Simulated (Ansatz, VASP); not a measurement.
# One calculation of PbO, two programs

Contents of INCAR:

```
  PREC = Accurate
  ENCUT = 520
  EDIFF = 1E-6
  ISMEAR = 0
  SIGMA = 0.05
  LREAL = False
  LASPH = True
  NELM = 100
  ALGO = Normal
  ISIF = 2
  LWAVE = False
  LCHARG = False
  GGA = PE
  NBANDS = 28
```

File KPOINTS:

```
Automatic mesh
0
Gamma
  8 8 6
```

File POSCAR:

```
PbO
1.0
    4.0936320000      0.0000000000      0.0000000000
    0.0000000000      4.0936320000      0.0000000000
    0.0000000000      0.0000000000      4.9466700000
Pb O
2 2
Direct
    0.0000000000      0.5000000000      0.2351000000
    0.5000000000      0.0000000000      0.7649000000
    0.0000000000      0.0000000000      0.0000000000
    0.5000000000      0.5000000000      0.0000000000
```

Input for Ansatz:

```yaml
crystal:
  lattice:
    - [4.093632, 0.0, 0.0]
    - [0.0, 4.093632, 0.0]
    - [0.0, 0.0, 4.94667]
  atoms:
    - { symbol: Pb, position: [0.0, 0.5, 0.2351] }
    - { symbol: Pb, position: [0.5, 0.0, 0.7649] }
    - { symbol: O, position: [0.0, 0.0, 0.0] }
    - { symbol: O, position: [0.5, 0.5, 0.0] }
basis:
  ecutwfc: 420
kpoints:
  mp_grid: { grid: [8, 8, 6] }
hamiltonian:
  xc: pbe
scf:
  occupations: { method: gaussian, width: 0.05 }
output:
  forces: true
  stress: true
  eigenvalues: true
```

Change from the starting cell: strain +0.030 along x and y, -0.015 along z, atoms carried along.

Alike in both runs: task single point; functional PBE; k mesh 8 × 8 × 6; occupations gaussian, width 0.05 eV; no spin polarisation.

|  | VASP | Ansatz |
| --- | --- | --- |
| version | VASP 6.6.1 | Ansatz 0.2.0 |
| potentials or method | VASP PAW PBE potentials, release 64 (Pb_d, O), cutoff 520 eV | scalar-relativistic, plane waves, PAW |
| valence electrons in the cell | 40 | 40 |

```csv
,VASP,Ansatz,Ansatz less VASP
gap on the k mesh at the Fermi level (eV),1.41,1.40,-0.005
least direct gap on the mesh (eV),2.17,2.19,+0.024
pressure (GPa),0.7,0.7,-0.06
"traceless stress, the component that is largest in VASP (GPa)",0.93,0.95,+0.027
rms of the force components (eV/Å),0.021,0.006,-0.0146
```

Atom by atom the forces differ by 0.015 eV/Å (rms over components).

Spin-orbit coupling is off throughout.
